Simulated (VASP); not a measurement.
Y: single point with LDA

Crystal: Y.

```
Y
1.0
     0.00000    2.35006    2.35006
     2.35006    0.00000    2.35006
     2.35006    2.35006    0.00000
Y
1
Direct
  0.00000 0.00000 0.00000
```

This isn't the form of Y at room conditions, which is hcp.

- Program: VASP 6.6.1
- Task: single point
- Functional: LDA
- Potentials or basis: VASP PAW LDA potentials, release 64 (Y_sv)
- Cutoff: 520 eV
- k mesh: 13 × 13 × 13
- Occupations: fermi-dirac, width 0.08 eV
- Spin: no spin polarisation

```yaml
Pressure: 6.9 GPa
Band_gap_on_the_k_mesh: zero (an odd number of electrons rules out a gap without spin polarisation)
```

Levels at points of the mesh, in eV from the Fermi level:
```tsv
k point	band 2	band 3	band 4	band 5	band 6	band 7	band 8	band 9
(0.00, 0.00, 0.00)	-21.52	-21.52	-21.52	-4.98	1.97	1.97	1.97	4.59
```

Wall time 34 s on 1 thread of Intel(R) Xeon(R) 6975P-C (Granite Rapids), with other jobs on the host, peak memory 0.17 GiB.

Caveat: the cell stands under pressure.
